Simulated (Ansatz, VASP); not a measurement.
**One calculation of SiC, two programs**

INCAR

```
SYSTEM = SiC
PREC = Accurate ; ENCUT = 520
EDIFF = 1E-7 ; ISMEAR = -1
SIGMA = 0.02 ; LREAL = .FALSE.
LASPH = .TRUE. ; NELM = 80
ALGO = Normal ; ISIF = 2
LWAVE = .FALSE. ; LCHARG = .FALSE.
GGA = PE ; IBRION = 2
NSW = 80 ; EDIFFG = -0.02
```

Contents of KPOINTS:

```
Automatic mesh
0
G
  16 16 9
  0 0 0
```

File POSCAR:

```
SiC
1.0
    3.0344273362      0.0000000000      0.0000000000
   -1.5172136681      2.6278911591      0.0000000000
    0.0000000000      0.0000000000      4.9797754205
Si C
2 2
Direct
    0.3333333333      0.6666666667      0.0044955126
    0.6666666667      0.3333333333      0.5044955126
    0.3333333333      0.6666666667      0.3805044874
    0.6666666667      0.3333333333      0.8805044874
```

Input for Ansatz:

```yaml
crystal:
  lattice:
    - [3.0344273362, 0.0, 0.0]
    - [-1.5172136681, 2.6278911591, 0.0]
    - [0.0, 0.0, 4.9797754205]
  atoms:
    - { symbol: Si, position: [0.3333333333, 0.6666666667, 0.0044955126] }
    - { symbol: Si, position: [0.6666666667, 0.3333333333, 0.5044955126] }
    - { symbol: C, position: [0.3333333333, 0.6666666667, 0.3805044874] }
    - { symbol: C, position: [0.6666666667, 0.3333333333, 0.8805044874] }
kpoints:
  mp_grid: { grid: [16, 16, 9] }
scf:
  occupations: { method: fermi_dirac, width: 0.02 }
hamiltonian:
  xc: pbe
  pseudopotentials: { kind: paw }
output:
  forces: true
  stress: true
  populations: true
  efg: { contact_densities: true }
  write_density: true
  write_potential: true
  elf: true
  volumetric_format: npy
relax:
  f_tol: 0.02
  max_steps: 60
```

Change from the starting cell: volume scaled by 0.96, ions relaxed.

Alike in both runs: task relaxation of the atoms; functional PBE; k mesh 16 × 16 × 9; occupations fermi-dirac, width 0.02 eV; no spin polarisation.

|  | VASP | Ansatz |
| --- | --- | --- |
| version | VASP 6.6.1 | Ansatz 0.2.0 |
| potentials or method | VASP PAW PBE potentials, release 64 (Si, C) | plane-wave PAW, scalar-relativistic |
| plane-wave cutoff (eV) | 520 | 420 |
| valence electrons in the cell | 16 | 16 |

Ansatz gave:

```
gap on the k mesh at the Fermi level, each at its own relaxed structure (eV) : 2.27
```

Problem. What did VASP give for the same quantities?

Solution. gap on the k mesh at the Fermi level, each at its own relaxed structure (eV): 2.26.

Ansatz's warnings: stress scf threshold loose.
